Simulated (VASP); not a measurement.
# Ga3Se (Pm-3m) in VASP: settings compared

Ga3Se is run at these levels: PBE, LDA; tasks: single point.

Everything below comes from runs of VASP 6.6.1. Logs are shortened: lines on timing, memory, paths and dates and some standing lists are left out, and cuts for length are marked.

### 1 The cell of the first run

The structure is cubic, space group Pm-3m (No. 221). The conventional cell has a = 4.432 Å, b = 4.432 Å, c = 4.432 Å, α = 90.00°, β = 90.00°, γ = 90.00°. Within 4.1 Å of Se (site symmetry m-3m) lie 12 Ga at 3.13 Å. Ga (site symmetry 4/mmm) has 4 Se at 3.13 Å and 8 Ga at 3.13 Å within 4.1 Å.

### 2 Single point, PBE

Input file INCAR:

```
SYSTEM = Ga3Se
ALGO = Normal
EDIFF = 1E-6
ENCUT = 520
GGA = PE
ISIF = 2
ISMEAR = -1
LASPH = .True.
LCHARG = .False.
LREAL = .False.
LWAVE = .False.
NBANDS = 30
NELM = 100
PREC = Accurate
SIGMA = 0.05
```

Input file KPOINTS:

```
k-points
0
Gamma
  6 6 6
  0 0 0
```

Input file POSCAR:

```
Ga3Se
1.0
    4.4324650000      0.0000000000      0.0000000000
    0.0000000000      4.4324650000      0.0000000000
    0.0000000000      0.0000000000      4.4324650000
Se Ga
1 3
Direct
    0.0000000000      0.0000000000      0.0000000000
    0.5000000000      0.5000000000      0.0000000000
    0.5000000000      0.0000000000      0.5000000000
    0.0000000000      0.5000000000      0.5000000000
```

Potentials or basis: VASP PAW PBE potentials, release 64 (Se, Ga_d).

On the command line:

```console
$ cat potpaw_PBE.64/Se/POTCAR potpaw_PBE.64/Ga_d/POTCAR > POTCAR
$ mpirun -np 1 vasp_std > vasp.out
```

OUTCAR:

```text
SYSTEM = Ga3Se
   EDIFF = 1E-6
   ENCUT = 520
   GGA = PE
   ISIF = 2
   ISMEAR = -1
   LASPH = .True.
   LREAL = .False.
   NELM = 100
   PREC = Accurate

 ion  position               nearest neighbor table
   1  0.000  0.000  0.000-
   2  0.500  0.500  0.000-
   3  0.500  0.000  0.500-
   4  0.000  0.500  0.500-

  LATTYP: Found a simple cubic cell.
 ALAT       =     4.4324650000

  Lattice vectors:

 A1 = (   4.4324650000,   0.0000000000,   0.0000000000)
 A2 = (   0.0000000000,   4.4324650000,   0.0000000000)
 A3 = (   0.0000000000,   0.0000000000,   4.4324650000)

Analysis of symmetry for initial positions (statically):
=====================================================================
 Subroutine PRICEL returns:
 Original cell was already a primitive cell.

 Routine SETGRP: Setting up the symmetry group for a
 simple cubic supercell.

 Subroutine GETGRP returns: Found 48 space group operations
 (whereof 48 operations were pure point group operations)
 out of a pool of 48 trial point group operations.

The static configuration has the point symmetry O_h .

Analysis of symmetry for dynamics (positions and initial velocities):
=====================================================================
 Subroutine PRICEL returns:
 Original cell was already a primitive cell.

 Routine SETGRP: Setting up the symmetry group for a
 simple cubic supercell.

 Subroutine GETGRP returns: Found 48 space group operations
 (whereof 48 operations were pure point group operations)
 out of a pool of 48 trial point group operations.

The dynamic configuration has the point symmetry O_h .

 Subroutine INISYM returns: Found 48 space group operations
 (whereof 48 operations are pure point group operations),
 and found     1 'primitive' translations

----------------------------------------------------------------------------------------

                                     Primitive cell

  volume of cell :      87.0835

  direct lattice vectors                    reciprocal lattice vectors
     4.432465000  0.000000000  0.000000000     0.225608098  0.000000000  0.000000000
     0.000000000  4.432465000  0.000000000     0.000000000  0.225608098  0.000000000
     0.000000000  0.000000000  4.432465000     0.000000000  0.000000000  0.225608098

  length of vectors
     4.432465000  4.432465000  4.432465000     0.225608098  0.225608098  0.225608098

  position of ions in fractional coordinates (direct lattice)
     0.000000000  0.000000000  0.000000000
     0.500000000  0.500000000  0.000000000
     0.500000000  0.000000000  0.500000000
     0.000000000  0.500000000  0.500000000

  ion indices of the primitive-cell ions
   primitive index   ion index
                 1           1
                 2           2
                 3           3
                 4           4

----------------------------------------------------------------------------------------

 KPOINTS: k-points

Automatic generation of k-mesh.
 Grid dimensions read from file:
 generate k-points for:    6    6    6

 Generating k-lattice:

  Cartesian coordinates                     Fractional coordinates (reciprocal lattice)
     0.037601350  0.000000000  0.000000000     0.166666667  0.000000000  0.000000000
     0.000000000  0.037601350  0.000000000     0.000000000  0.166666667  0.000000000
     0.000000000  0.000000000  0.037601350     0.000000000  0.000000000  0.166666667

  Length of vectors
     0.037601350  0.037601350  0.037601350

  Shift w.r.t. Gamma in fractional coordinates (k-lattice)
     0.000000000  0.000000000  0.000000000

 Subroutine IBZKPT returns following result:
 ===========================================

 Found     20 irreducible k-points:

 Following reciprocal coordinates:
            Coordinates               Weight
  0.000000  0.000000  0.000000      1.000000
  0.166667  0.000000  0.000000      6.000000
  0.333333  0.000000  0.000000      6.000000
  0.500000  0.000000  0.000000      3.000000
  0.166667  0.166667  0.000000     12.000000
  0.333333  0.166667  0.000000     24.000000
[... 12 lines left out ...]
  0.500000  0.500000  0.333333      6.000000
  0.500000  0.500000  0.500000      1.000000
   k-points           NKPTS =     20   k-points in BZ     NKDIM =     20   number of bands    NBANDS=     30
   number of dos      NEDOS =    301   number of ions     NIONS =      4
   total plane-waves  NPLWV =  46656
   dimension x,y,z NGX =    36 NGY =   36 NGZ =   36
   dimension x,y,z NGXF=    72 NGYF=   72 NGZF=   72
   ions per type =               1   3
   NGX,Y,Z   is equivalent  to a cutoff of  13.50, 13.50, 13.50 a.u.
   NGXF,Y,Z  is equivalent  to a cutoff of  27.00, 27.00, 27.00 a.u.
 SYSTEM =  Ga3Se
   PREC   = accura    normal or accurate (medium, high low for compatibility)
   ISTART =      0    job   : 0-new  1-cont  2-samecut
   ICHARG =      2    charge: 1-file 2-atom 10-const
   ISPIN  =      1    spin polarized calculation?
   LNONCOLLINEAR =      F non collinear calculations
   LSORBIT =      F    spin-orbit coupling
   LASPH  =      T    aspherical Exc in radial PAW
   ENCUT  =  520.0 eV  38.22 Ry    6.18 a.u.   8.24  8.24  8.24*2*pi/ulx,y,z
   NELM   =    100;   NELMIN=  2; NELMDL= -5     # of ELM steps
   EDIFF  = 0.1E-05   stopping-criterion for ELM
   LREAL  =      F    real-space projection
   EDIFFG = 0.1E-04   stopping-criterion for IOM
   NSW    =      0    number of steps for IOM
   IBRION =     -1    ionic relax: 0-MD 1-quasi-New 2-CG
   NFREE  =      0    steps in history (QN), initial steepest desc. (CG)
   ISIF   =      2    stress and relaxation
   ISYM   =      2    0-nonsym 1-usesym 2-fastsym
   POTIM  = 0.5000    time-step for ionic-motion
   TEBEG  =    0.0;   TEEND  =   0.0 temperature during run
   PSTRESS=    0.0 pullay stress
   NELECT =      45.0000    total number of electrons
   NUPDOWN=      -1.0000    fix difference up-down
   EMIN   =  10.00;   EMAX   =-10.00  energy-range for DOS
   EFERMI =   0.00;   METHOD = LEGACY
   ISMEAR =    -1;   SIGMA  =   0.05  broadening in eV -4-tet -1-fermi 0-gaus
   EFERMI_NEDOS =   21; number of points for ismear=-14 and -15
   IALGO  =     38    algorithm
   IMIX   =      4    mixing-type and parameters
     AMIX     =   0.40;   BMIX     =  1.00
     AMIX_MAG =   1.60;   BMIX_MAG =  1.00
  volume/ion in A,a.u.               =      21.77       146.92
  Fermi-wavevector in a.u.,A,eV,Ry     =   1.313713  2.482557 23.481488  1.725841
  Thomas-Fermi vector in A             =   2.444016
   LORBIT       =      0    0 simple, 1 ext, 2 COOP (PROOUT), +10 PAW based schemes
   GGA     = PE    functional components
   LHFCALC =     F    Hartree Fock is set to
   AEXX    =    0.0000 exact exchange contribution
   IVDW    =     0    specifies the selected vdW correction
   LEPSILON=     F    determine dielectric tensor
   LRPA    =     F    only Hartree local field effects (RPA)
 non-spin polarized calculation
  energy-cutoff  :      520.00
  volume of cell :       87.08
 maximum number of plane-waves:      2364
 NGX is ok and might be reduce to    36
   NGX = 17   NGY = 17   NGZ = 17

 number of electron      44.9999944 magnetization

 Free energy of the ion-electron system (eV)
  ---------------------------------------------------
  ext. energy  EPLUGINS =         0.00000000
  ---------------------------------------------------
  free energy    TOTEN  =       -12.42337483 eV

  energy without entropy =      -12.41253854  energy(sigma->0) =      -12.41795668

 E-fermi :   4.6353     XC(G=0): -10.2673

 val. band max:        4.6044153131   @ k =   0.5000   0.1667   0.0000
 cond. band min:       4.7439355668   @ k =   0.5000   0.3333   0.1667
 fundamental gap:      0.1395202537
 Fermi energy:         4.6353116457

 k-point     1 :       0.0000    0.0000    0.0000
  band No.  band energies     occupation
      1     -10.4146      2.00000
      2     -10.3942      2.00000
      3     -10.3942      2.00000
      4     -10.3942      2.00000
      5     -10.3428      2.00000
      6     -10.3428      2.00000
[... 22 lines left out ...]
     29      10.6316      0.00000
     30      11.7468      0.00000

 k-point     2 :       0.1667    0.0000    0.0000
  band No.  band energies     occupation
      1     -10.3980      2.00000
      2     -10.3911      2.00000
      3     -10.3807      2.00000
      4     -10.3807      2.00000
      5     -10.3408      2.00000
      6     -10.3332      2.00000
[... 22 lines left out ...]
     29      11.3967      0.00000
     30      11.9910      0.00000

 k-point     3 :       0.3333    0.0000    0.0000
  band No.  band energies     occupation
      1     -10.3845      2.00000
      2     -10.3585      2.00000
      3     -10.3441      2.00000
      4     -10.3441      2.00000
      5     -10.3348      2.00000
      6     -10.3093      2.00000
[... 22 lines left out ...]
     29      10.9901      0.00000
     30      11.5428      0.00000

 k-point     4 :       0.5000    0.0000    0.0000
  band No.  band energies     occupation
      1     -10.3809      2.00000
      2     -10.3414      2.00000
      3     -10.3144      2.00000
      4     -10.3102      2.00000
      5     -10.3102      2.00000
      6     -10.2914      2.00000
[... 22 lines left out ...]
     29       9.1936      0.00000
     30      10.8516      0.00000

 k-point     5 :       0.1667    0.1667    0.0000
  band No.  band energies     occupation
      1     -10.3868      2.00000
      2     -10.3826      2.00000
      3     -10.3727      2.00000
      4     -10.3683      2.00000
      5     -10.3352      2.00000
      6     -10.3260      2.00000
[... 22 lines left out ...]
     29      11.1640      0.00000
     30      11.8147      0.00000
[... 394 lines left out ...]
     29      11.5383      0.00000
     30      12.6730      0.00000

 k-point    18 :       0.5000    0.3333    0.3333
  band No.  band energies     occupation
      1     -10.4219      2.00000
      2     -10.3452      2.00000
      3     -10.3339      2.00000
      4     -10.3290      2.00000
      5     -10.3278      2.00000
      6     -10.3249      2.00000
[... 22 lines left out ...]
     29      11.7976      0.00000
     30      11.9408      0.00000

 k-point    19 :       0.5000    0.5000    0.3333
  band No.  band energies     occupation
      1     -10.4404      2.00000
      2     -10.3383      2.00000
      3     -10.3383      2.00000
      4     -10.3362      2.00000
      5     -10.3279      2.00000
      6     -10.3279      2.00000
[... 22 lines left out ...]
     29      11.9141      0.00000
     30      12.8989      0.00000

 k-point    20 :       0.5000    0.5000    0.5000
  band No.  band energies     occupation
      1     -10.4615      2.00000
      2     -10.3426      2.00000
      3     -10.3426      2.00000
      4     -10.3426      2.00000
      5     -10.3331      2.00000
      6     -10.3331      2.00000
[... 22 lines left out ...]
     29      13.2016      0.00000
     30      13.2016      0.00000

------------------------ aborting loop because EDIFF is reached ----------------------------------------

  FORCE on cell =-STRESS in cart. coord.  units (eV):
  Direction    XX          YY          ZZ          XY          YZ          ZX
  --------------------------------------------------------------------------------------
  -------------------------------------------------------------------------------------
  Total       -0.2432623     -0.2432623     -0.2432623      0.0000000     -0.0000000      0.0000000
  in kB       -4.4755816     -4.4755816     -4.4755816      0.0000000     -0.0000000      0.0000000
  external PRESSURE =      -4.4755816 kB  Pullay stress =       0.0000000 kB

 VOLUME and BASIS-vectors are now :
 -----------------------------------------------------------------------------
  energy-cutoff  :      520.00
  volume of cell :       87.08
      direct lattice vectors                 reciprocal lattice vectors
     4.432465000  0.000000000  0.000000000     0.225608098  0.000000000  0.000000000
     0.000000000  4.432465000  0.000000000     0.000000000  0.225608098  0.000000000
     0.000000000  0.000000000  4.432465000     0.000000000  0.000000000  0.225608098

 POSITION                                       TOTAL-FORCE (eV/Angst)
 -----------------------------------------------------------------------------------
      0.00000      0.00000      0.00000         0.000000      0.000000      0.000000
      2.21623      2.21623      0.00000         0.000000      0.000000      0.000000
      2.21623      0.00000      2.21623         0.000000      0.000000      0.000000
      0.00000      2.21623      2.21623         0.000000      0.000000      0.000000
 -----------------------------------------------------------------------------------
    total drift:                                0.000000      0.000000      0.000000

  FREE ENERGIE OF THE ION-ELECTRON SYSTEM (eV)
  ---------------------------------------------------
  free  energy   TOTEN  =       -12.4233748250 eV

  energy  without entropy=      -12.4125385422  energy(sigma->0) =      -12.41795668
```

Run time: 22 s. Hardware: 1 thread of Intel Xeon 6975P-C (Granite Rapids), shared host; peak memory 0.21 GiB.

Results:

```
Free energy : -12.4234 eV
Pressure    : -0.4 GPa
```

(Part 1 of 2 ends here.)
